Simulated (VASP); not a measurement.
# CuI (F-43m) in VASP: a series of runs

The runs below take CuI through single point, with RPBE, SVWN5, r2SCAN.

All numbers are computed with VASP 6.6.1; they aren't measurements. Logs are shortened: lines on timing, memory, paths and dates and some standing lists are left out, and cuts for length are marked.

## Step 1: The cell of the first run

The structure is cubic, space group F-43m (No. 216). The conventional cell has a = 6.182 Å, b = 6.182 Å, c = 6.182 Å, α = 90.00°, β = 90.00°, γ = 90.00°. I (site symmetry -43m) has 4 Cu at 2.68 Å within 3.5 Å. Within 3.5 Å of Cu (site symmetry -43m) lie 4 I at 2.68 Å.

## Step 2: Single point, RPBE

File INCAR:

```
ALGO = Normal
EDIFF = 1E-6
ENCUT = 520
GGA = RP
ISIF = 2
ISMEAR = -1
LASPH = T
LCHARG = F
LREAL = F
LWAVE = F
NBANDS = 16
NELM = 80
PREC = Accurate
SIGMA = 0.05
```

File KPOINTS:

```
k-points
0
Gamma
  8 8 8
```

File POSCAR:

```
CuI
1.0
    0.0000000000      3.0909562712      3.0909562712
    3.0909562712      0.0000000000      3.0909562712
    3.0909562712      3.0909562712      0.0000000000
I Cu
1 1
Direct
    0.0000000000      0.0000000000      0.0000000000
    0.7500000000      0.7500000000      0.7500000000
```

Potentials or basis: VASP PAW PBE potentials, release 64 (I, Cu).

Command:

```console
> cat potpaw_PBE.64/I/POTCAR potpaw_PBE.64/Cu/POTCAR > POTCAR
> mpirun -np 1 vasp_std > vasp.out
```

OUTCAR:

```text
EDIFF = 1E-6
   ENCUT = 520
   GGA = RP
   ISIF = 2
   ISMEAR = -1
   LASPH = T
   LREAL = F
   NELM = 80
   PREC = Accurate

 ion  position               nearest neighbor table
   1  0.000  0.000  0.000-   2 2.68   2 2.68   2 2.68   2 2.68
   2  0.750  0.750  0.750-   1 2.68   1 2.68   1 2.68   1 2.68

  LATTYP: Found a face centered cubic cell.
 ALAT       =     6.1819125424

  Lattice vectors:

 A1 = (   0.0000000000,   3.0909562712,   3.0909562712)
 A2 = (   3.0909562712,   0.0000000000,   3.0909562712)
 A3 = (   3.0909562712,   3.0909562712,   0.0000000000)

Analysis of symmetry for initial positions (statically):
=====================================================================
 Subroutine PRICEL returns:
 Original cell was already a primitive cell.

 Routine SETGRP: Setting up the symmetry group for a
 face centered cubic supercell.

 Subroutine GETGRP returns: Found 24 space group operations
 (whereof 24 operations were pure point group operations)
 out of a pool of 48 trial point group operations.

The static configuration has the point symmetry T_d .

Analysis of symmetry for dynamics (positions and initial velocities):
=====================================================================
 Subroutine PRICEL returns:
 Original cell was already a primitive cell.

 Routine SETGRP: Setting up the symmetry group for a
 face centered cubic supercell.

 Subroutine GETGRP returns: Found 24 space group operations
 (whereof 24 operations were pure point group operations)
 out of a pool of 48 trial point group operations.

The dynamic configuration has the point symmetry T_d .

 Subroutine INISYM returns: Found 24 space group operations
 (whereof 24 operations are pure point group operations),
 and found     1 'primitive' translations

----------------------------------------------------------------------------------------

                                     Primitive cell

  volume of cell :      59.0621

  direct lattice vectors                    reciprocal lattice vectors
     0.000000000  3.090956271  3.090956271    -0.161762237  0.161762237  0.161762237
     3.090956271  0.000000000  3.090956271     0.161762237 -0.161762237  0.161762237
     3.090956271  3.090956271  0.000000000     0.161762237  0.161762237 -0.161762237

  length of vectors
     4.371272279  4.371272279  4.371272279     0.280180413  0.280180413  0.280180413

  position of ions in fractional coordinates (direct lattice)
     0.000000000  0.000000000  0.000000000
[... 77 lines left out ...]
   NELM   =     80;   NELMIN=  2; NELMDL= -5     # of ELM steps
   EDIFF  = 0.1E-05   stopping-criterion for ELM
   LREAL  =      F    real-space projection
   EDIFFG = 0.1E-04   stopping-criterion for IOM
   NSW    =      0    number of steps for IOM
   IBRION =     -1    ionic relax: 0-MD 1-quasi-New 2-CG
   NFREE  =      0    steps in history (QN), initial steepest desc. (CG)
   ISIF   =      2    stress and relaxation
   ISYM   =      2    0-nonsym 1-usesym 2-fastsym
   POTIM  = 0.5000    time-step for ionic-motion
   TEBEG  =    0.0;   TEEND  =   0.0 temperature during run
   PSTRESS=    0.0 pullay stress
   NELECT =      18.0000    total number of electrons
   NUPDOWN=      -1.0000    fix difference up-down
   EMIN   =  10.00;   EMAX   =-10.00  energy-range for DOS
   EFERMI =   0.00;   METHOD = LEGACY
   ISMEAR =    -1;   SIGMA  =   0.05  broadening in eV -4-tet -1-fermi 0-gaus
   EFERMI_NEDOS =   21; number of points for ismear=-14 and -15
   IALGO  =     38    algorithm
   IMIX   =      4    mixing-type and parameters
     AMIX     =   0.40;   BMIX     =  1.00
     AMIX_MAG =   1.60;   BMIX_MAG =  1.00
  volume/ion in A,a.u.               =      29.53       199.29
  Fermi-wavevector in a.u.,A,eV,Ry     =   1.101699  2.081909 16.513933  1.213740
  Thomas-Fermi vector in A             =   2.238130
   LORBIT       =      0    0 simple, 1 ext, 2 COOP (PROOUT), +10 PAW based schemes
   GGA     = RP    functional components
   LHFCALC =     F    Hartree Fock is set to
   AEXX    =    0.0000 exact exchange contribution
   IVDW    =     0    specifies the selected vdW correction
   LEPSILON=     F    determine dielectric tensor
   LRPA    =     F    only Hartree local field effects (RPA)
 non-spin polarized calculation
  energy-cutoff  :      520.00
  volume of cell :       59.06
 maximum number of plane-waves:      1639
 NGX is ok and might be reduce to    36
   NGX = 17   NGY = 17   NGZ = 17

 number of electron      18.0000002 magnetization

 Free energy of the ion-electron system (eV)
  ---------------------------------------------------
  ext. energy  EPLUGINS =         0.00000000
  ---------------------------------------------------
  free energy    TOTEN  =        -4.86296566 eV

  energy without entropy =       -4.86296551  energy(sigma->0) =       -4.86296558

 E-fermi :   4.5848     XC(G=0):  -8.4386

 val. band max:        3.9738404947   @ k =   0.0000   0.0000   0.0000
 cond. band min:       5.1058031733   @ k =   0.0000   0.0000   0.0000
 fundamental gap:      1.1319626786
 Fermi energy:         4.5847792437

 k-point     1 :       0.0000    0.0000    0.0000
  band No.  band energies     occupation
      1      -9.7484      2.00000
      2       0.5708      2.00000
      3       0.5708      2.00000
      4       0.5708      2.00000
      5       2.3764      2.00000
      6       2.3764      2.00000
[... 433 lines left out ...]
      3       0.0525      2.00000
      4       0.5208      2.00000
      5       2.3236      2.00000
      6       2.3886      2.00000
[... 8 lines left out ...]
     15      14.6852      0.00000
     16      15.1490      0.00000

 [... further k-points ...]

------------------------ aborting loop because EDIFF is reached ----------------------------------------

  FORCE on cell =-STRESS in cart. coord.  units (eV):
  Direction    XX          YY          ZZ          XY          YZ          ZX
  --------------------------------------------------------------------------------------
  -------------------------------------------------------------------------------------
  Total        0.0704176      0.0704176      0.0704176      0.0000000      0.0000000      0.0000000
  in kB        1.9102201      1.9102201      1.9102201      0.0000000      0.0000000      0.0000000
  external PRESSURE =       1.9102201 kB  Pullay stress =       0.0000000 kB

 VOLUME and BASIS-vectors are now :
 -----------------------------------------------------------------------------
  energy-cutoff  :      520.00
  volume of cell :       59.06
      direct lattice vectors                 reciprocal lattice vectors
     0.000000000  3.090956271  3.090956271    -0.161762237  0.161762237  0.161762237
     3.090956271  0.000000000  3.090956271     0.161762237 -0.161762237  0.161762237
     3.090956271  3.090956271  0.000000000     0.161762237  0.161762237 -0.161762237

 POSITION                                       TOTAL-FORCE (eV/Angst)
 -----------------------------------------------------------------------------------
      0.00000      0.00000      0.00000        -0.000000     -0.000000     -0.000000
      4.63643      4.63643      4.63643         0.000000      0.000000      0.000000
 -----------------------------------------------------------------------------------
    total drift:                               -0.000001     -0.000001     -0.000001

  FREE ENERGIE OF THE ION-ELECTRON SYSTEM (eV)
  ---------------------------------------------------
  free  energy   TOTEN  =        -4.8629656556 eV

  energy  without entropy=       -4.8629655052  energy(sigma->0) =       -4.86296558
```

It took 20 s on 1 thread of Intel Xeon Platinum 8488C (Sapphire Rapids), shared host; peak memory 0.21 GiB.

Results:

- Free energy: -4.8630 eV
- Pressure: 0.2 GPa
- Band gap on the k mesh: 1.13 eV

Levels at points of the mesh, in eV from the valence-band top:
| k point | band 6 | band 7 | band 8 | band 9 | band 10 | band 11 | band 12 | band 13 |
| --- | --- | --- | --- | --- | --- | --- | --- | --- |
| (0.00, 0.00, 0.00) | -1.60 | 0.00 | 0.00 | 0.00 | 1.13 | 4.95 | 4.95 | 4.95 |
| (0.50, 0.00, 0.00) | -1.57 | -1.53 | -0.61 | -0.61 | 2.19 | 5.48 | 5.48 | 7.47 |
| (0.50, 0.50, 0.00) | -1.55 | -1.52 | -1.28 | -1.28 | 2.96 | 2.99 | 8.97 | 9.50 |

Caveat: the PAW data sets were made with another functional, which shifts forces and pressure a little; spin-orbit coupling is left out, which moves the levels of the heavy elements. RPBE gaps usually lie below the measured ones, often by a third to a half.

## Step 3: Single point, SVWN5

File INCAR:

```
  PREC = Accurate
  ENCUT = 520
  EDIFF = 1E-6
  ISMEAR = -1
  SIGMA = 0.05
  LREAL = F
  LASPH = T
  NELM = 100
  ALGO = Normal
  ISIF = 2
  LWAVE = F
  LCHARG = F
  GGA = VW
  NBANDS = 16
```

File KPOINTS:

```
Automatic mesh
0
Gamma
  8 8 8
```

POSCAR is that of step 2.

Potentials or basis: VASP PAW PBE potentials, release 64 (I, Cu).

Command:

```console
> cat potpaw_PBE.64/I/POTCAR potpaw_PBE.64/Cu/POTCAR > POTCAR
> mpirun -np 1 vasp_std > vasp.out
```

Run time: 18 s. Hardware: 1 thread of Intel Xeon Platinum 8488C (Sapphire Rapids), shared host; peak memory 0.18 GiB.

Results (log left out):

- Free energy: -6.7638 eV
- Pressure: -5.9 GPa
- Band gap on the k mesh: 0.82 eV

Levels at points of the mesh, in eV from the valence-band top:
```csv
k point,band 7,band 8,band 9,band 10,band 11,band 12
"(0.00, 0.00, 0.00)",0.00,0.00,0.00,0.82,4.92,4.92
"(0.50, 0.00, 0.00)",-1.62,-0.63,-0.63,2.00,5.43,5.43
"(0.50, 0.50, 0.00)",-1.60,-1.35,-1.35,2.73,2.85,8.64
```

Caveat: the cell stands under tension; the PAW data sets were made with another functional, which shifts forces and pressure a little; spin-orbit coupling is left out, which moves the levels of the heavy elements.

## Step 4: Single point, r2SCAN

This run uses another cell than the first one, of 27.32 Å³/atom.

File POSCAR:

```
CuI
1.0
    0.0000000000      3.0117339858      3.0117339858
    3.0117339858      0.0000000000      3.0117339858
    3.0117339858      3.0117339858      0.0000000000
I Cu
1 1
Direct
    0.0000000000      0.0000000000      0.0000000000
    0.7500000000      0.7500000000      0.7500000000
```

File INCAR.step1:

```
SYSTEM = CuI
  PREC = Accurate
  ENCUT = 520
  ISMEAR = -1
  SIGMA = 0.05
  LREAL = .False.
  LASPH = .True.
  NELM = 80
  NBANDS = 16
  GGA = PE
  ALGO = Normal
  EDIFF = 1E-4
  LWAVE = .True.
  LCHARG = .False.
```

File INCAR.step2:

```
SYSTEM = CuI
  PREC = Accurate
  ENCUT = 520
  EDIFF = 1E-7
  ISMEAR = -1
  SIGMA = 0.05
  LREAL = .False.
  LASPH = .True.
  NELM = 80
  ALGO = Normal
  ISIF = 2
  LWAVE = .False.
  LCHARG = .True.
  METAGGA = R2SCAN
  LMIXTAU = .True.
  LELF = .True.
  LVHAR = .True.
  NBANDS = 16
  ISTART = 1
```

File KPOINTS:

```
regular mesh
0
Gamma
  8 8 8
  0 0 0
```

Command:

```console
> cat potpaw_PBE.64/I/POTCAR potpaw_PBE.64/Cu/POTCAR > POTCAR
> cp INCAR.step1 INCAR
> mpirun -np 1 vasp_std > vasp.out
> cp INCAR.step2 INCAR
> mpirun -np 1 vasp_std > vasp.out
```

It took 57 s on 1 thread of Intel Xeon Platinum 8488C (Sapphire Rapids), shared host; peak memory 0.19 GiB.

It converged, with:

- Free energy: -35.7955 eV
- Pressure: 0.0 GPa
- Band gap on the k mesh: 1.67 eV

Levels at points of the mesh, in eV from the valence-band top:
| k point | band 7 | band 8 | band 9 | band 10 | band 11 | band 12 |
| --- | --- | --- | --- | --- | --- | --- |
| (0.00, 0.00, 0.00) | 0.00 | 0.00 | 0.00 | 1.67 | 5.22 | 5.22 |
| (0.50, 0.00, 0.00) | -1.85 | -0.74 | -0.74 | 2.57 | 5.73 | 5.73 |
| (0.50, 0.50, 0.00) | -1.82 | -1.57 | -1.57 | 2.90 | 3.17 | 9.94 |

Caveat: the PAW data sets were made with another functional, which shifts forces and pressure a little; spin-orbit coupling is left out, which moves the levels of the heavy elements. r2SCAN opens gaps a little over a GGA but as a rule still falls short of measured ones.

## Step 5: Summary

```tsv
level	cell	gap on the mesh (eV)	pressure (GPa)
RPBE	a = 4.371 Å, angles 60.0°, 2 atoms	1.13	0.2
SVWN5	a = 4.371 Å, angles 60.0°, 2 atoms	0.82	-5.9
r2SCAN	a = 4.259 Å, angles 60.0°, 2 atoms	1.67	0.0
```

Alike in all rows: task single point; potentials or basis VASP PAW PBE potentials, release 64 (I, Cu); no spin polarisation; k mesh 8 × 8 × 8; cutoff (eV) 520; smearing fermi-dirac 0.05 eV.

Caveats: the PAW data sets were made with another functional, which shifts forces and pressure a little; spin-orbit coupling is left out, which moves the levels of the heavy elements; the cell stands under tension (at least some runs).

Total energies depend on the potentials used, so only differences within one code and one set of settings carry meaning.
